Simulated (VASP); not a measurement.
# BiO4 (Im-3m) in VASP: further runs, part 2 of 2

VASP 6.6.1.

## 3. Single point, PBE

This run uses another cell than the first one, of 13.26 Å³/atom, 0.977 times its volume.

INCAR

```
PREC = Accurate
ENCUT = 520
EDIFF = 1E-6
ISMEAR = 0
SIGMA = 0.1
LREAL = False
LASPH = True
NELM = 60
ALGO = Normal
ISIF = 2
LWAVE = False
LCHARG = False
GGA = PE
NBANDS = 28
```

KPOINTS

```
Automatic mesh
0
Gamma
  10 10 10
```

POSCAR

```
BiO4
1.0
   -2.5496433947      2.5496433947      2.5496433947
    2.5496433947     -2.5496433947      2.5496433947
    2.5496433947      2.5496433947     -2.5496433947
Bi O
1 4
Direct
    0.0000000000      0.0000000000      0.0000000000
    0.0000000000      0.0000000000      0.5000000000
    0.5000000000      0.0000000000      0.0000000000
    0.0000000000      0.5000000000      0.0000000000
    0.5000000000      0.5000000000      0.5000000000
```

Potentials or basis: VASP PAW PBE potentials, release 64 (Bi_d, O).

Command:

```console
cat potpaw_PBE.64/Bi_d/POTCAR potpaw_PBE.64/O/POTCAR > POTCAR
mpirun -np 1 vasp_std > vasp.out
```

OUTCAR:

```text
PREC = Accurate
   ENCUT = 520
   EDIFF = 1E-6
   ISMEAR = 0
   LREAL = False
   LASPH = True
   NELM = 60
   ISIF = 2
   GGA = PE

 ion  position               nearest neighbor table
   1  0.000  0.000  0.000-   2 2.21   3 2.21   4 2.21   5 2.21   2 2.21   4 2.21   3 2.21   5 2.21

   2  0.000  0.000  0.500-   1 2.21   1 2.21
   3  0.500  0.000  0.000-   1 2.21   1 2.21
   4  0.000  0.500  0.000-   1 2.21   1 2.21
   5  0.500  0.500  0.500-   1 2.21   1 2.21

  LATTYP: Found a body centered cubic cell.
 ALAT       =     5.0992867894

  Lattice vectors:

 A1 = (  -2.5496433947,   2.5496433947,   2.5496433947)
 A2 = (   2.5496433947,  -2.5496433947,   2.5496433947)
 A3 = (   2.5496433947,   2.5496433947,  -2.5496433947)

Analysis of symmetry for initial positions (statically):
=====================================================================
 Subroutine PRICEL returns:
 Original cell was already a primitive cell.

 Routine SETGRP: Setting up the symmetry group for a
 body centered cubic supercell.

 Subroutine GETGRP returns: Found 48 space group operations
 (whereof 48 operations were pure point group operations)
 out of a pool of 48 trial point group operations.

The static configuration has the point symmetry O_h .

Analysis of symmetry for dynamics (positions and initial velocities):
=====================================================================
 Subroutine PRICEL returns:
 Original cell was already a primitive cell.

 Routine SETGRP: Setting up the symmetry group for a
 body centered cubic supercell.

 Subroutine GETGRP returns: Found 48 space group operations
 (whereof 48 operations were pure point group operations)
 out of a pool of 48 trial point group operations.

[... 117 lines left out ...]
   NELECT =      39.0000    total number of electrons
   NUPDOWN=      -1.0000    fix difference up-down
   EMIN   =  10.00;   EMAX   =-10.00  energy-range for DOS
   EFERMI =   0.00;   METHOD = LEGACY
   ISMEAR =     0;   SIGMA  =   0.10  broadening in eV -4-tet -1-fermi 0-gaus
   EFERMI_NEDOS =   21; number of points for ismear=-14 and -15
   IALGO  =     38    algorithm
   IMIX   =      4    mixing-type and parameters
     AMIX     =   0.40;   BMIX     =  1.00
     AMIX_MAG =   1.60;   BMIX_MAG =  1.00
  volume/ion in A,a.u.               =      13.26        89.48
  Fermi-wavevector in a.u.,A,eV,Ry     =   1.371714  2.592164 25.600715  1.881599
  Thomas-Fermi vector in A             =   2.497386
   LORBIT       =      0    0 simple, 1 ext, 2 COOP (PROOUT), +10 PAW based schemes
   GGA     = PE    functional components
   LHFCALC =     F    Hartree Fock is set to
   AEXX    =    0.0000 exact exchange contribution
   IVDW    =     0    specifies the selected vdW correction
   LEPSILON=     F    determine dielectric tensor
   LRPA    =     F    only Hartree local field effects (RPA)
 non-spin polarized calculation
 Gauss-broadening in eV      SIGMA  =   0.10
  energy-cutoff  :      520.00
  volume of cell :       66.30
 maximum number of plane-waves:      1830
 NGX is ok and might be reduce to    36
   NGX = 17   NGY = 17   NGZ = 17

 number of electron      39.0000005 magnetization

 Free energy of the ion-electron system (eV)
  ---------------------------------------------------
  ext. energy  EPLUGINS =         0.00000000
  ---------------------------------------------------
  free energy    TOTEN  =       -21.26360316 eV

  energy without entropy =      -21.23353111  energy(sigma->0) =      -21.24856714

 E-fermi :   2.5748     XC(G=0): -10.2637

 val. band max:        2.5444114148   @ k =   0.2000   0.2000   0.1000
 cond. band min:       2.5923618170   @ k =  -0.3000   0.3000   0.2000
 fundamental gap:      0.0479504022
 Fermi energy:         2.5748263898

 k-point     1 :       0.0000    0.0000    0.0000
  band No.  band energies     occupation
      1     -19.6559      2.00000
      2     -19.6559      2.00000
      3     -19.6559      2.00000
      4     -19.2860      2.00000
      5     -19.2860      2.00000
      6     -16.3483      2.00000
[... 733 lines left out ...]
     27      14.6559      0.00000
     28      16.4770      0.00000

 [... further k-points ...]
[... 5 lines left out ...]
  --------------------------------------------------------------------------------------
  -------------------------------------------------------------------------------------
  Total        0.1104283      0.1104283      0.1104283     -0.0000000     -0.0000000      0.0000000
  in kB        2.6686553      2.6686553      2.6686553     -0.0000000     -0.0000000      0.0000000
  external PRESSURE =       2.6686553 kB  Pullay stress =       0.0000000 kB

 VOLUME and BASIS-vectors are now :
 -----------------------------------------------------------------------------
  energy-cutoff  :      520.00
  volume of cell :       66.30
      direct lattice vectors                 reciprocal lattice vectors
    -2.549643395  2.549643395  2.549643395     0.000000000  0.196105856  0.196105856
     2.549643395 -2.549643395  2.549643395     0.196105856  0.000000000  0.196105856
     2.549643395  2.549643395 -2.549643395     0.196105856  0.196105856  0.000000000

 POSITION                                       TOTAL-FORCE (eV/Angst)
 -----------------------------------------------------------------------------------
      0.00000      0.00000      0.00000        -0.000000     -0.000000     -0.000000
      1.27482      1.27482     -1.27482         0.000000     -0.000000     -0.000000
     -1.27482      1.27482      1.27482        -0.000000      0.000000      0.000000
      1.27482     -1.27482      1.27482         0.000000      0.000000      0.000000
      1.27482      1.27482      1.27482         0.000000     -0.000000      0.000000
 -----------------------------------------------------------------------------------
    total drift:                               -0.000000     -0.000000      0.000000

  FREE ENERGIE OF THE ION-ELECTRON SYSTEM (eV)
  ---------------------------------------------------
  free  energy   TOTEN  =       -21.2636031649 eV

  energy  without entropy=      -21.2335311061  energy(sigma->0) =      -21.24856714
```

stdout:

```text
POSCAR found type information on POSCAR BiO
 POSCAR found :  2 types and       5 ions
 scaLAPACK will be used
 LDA part: xc-table for (Slater+PW92), standard interpolation
 POSCAR, INCAR and KPOINTS ok, starting setup
 FFT: planning ... GRIDC
 FFT: planning ... GRID_SOFT
 FFT: planning ... GRID
 WAVECAR not read
 entering main loop
```

It took 51 s on 1 thread of Intel Xeon Platinum 8488C (Sapphire Rapids), shared host; peak memory 0.24 GiB.

What came out:

```
Free energy : -21.2636 eV
Pressure    : 0.3 GPa
```

Levels at points of the mesh, in eV from the Fermi level:
| k point | band 15 | band 16 | band 17 | band 18 | band 19 | band 20 | band 21 | band 22 | band 23 | band 24 |
| --- | --- | --- | --- | --- | --- | --- | --- | --- | --- | --- |
| (0.00, 0.00, 0.00) | -2.73 | -2.73 | -0.98 | -0.30 | -0.30 | -0.30 | 0.88 | 0.88 | 9.34 | 10.65 |
| (0.50, 0.00, 0.00) | -2.05 | -1.58 | -1.39 | -0.96 | -0.84 | 0.18 | 0.30 | 1.90 | 6.95 | 9.11 |
| (0.50, 0.50, 0.50) | -2.26 | -0.08 | -0.08 | -0.08 | 0.54 | 0.54 | 0.54 | 4.03 | 6.11 | 6.11 |

Caveat: spin-orbit coupling is left out, which moves the levels of the heavy elements; an odd number of electrons without spin polarisation forces a metal; a magnetic or distorted state may lie lower.
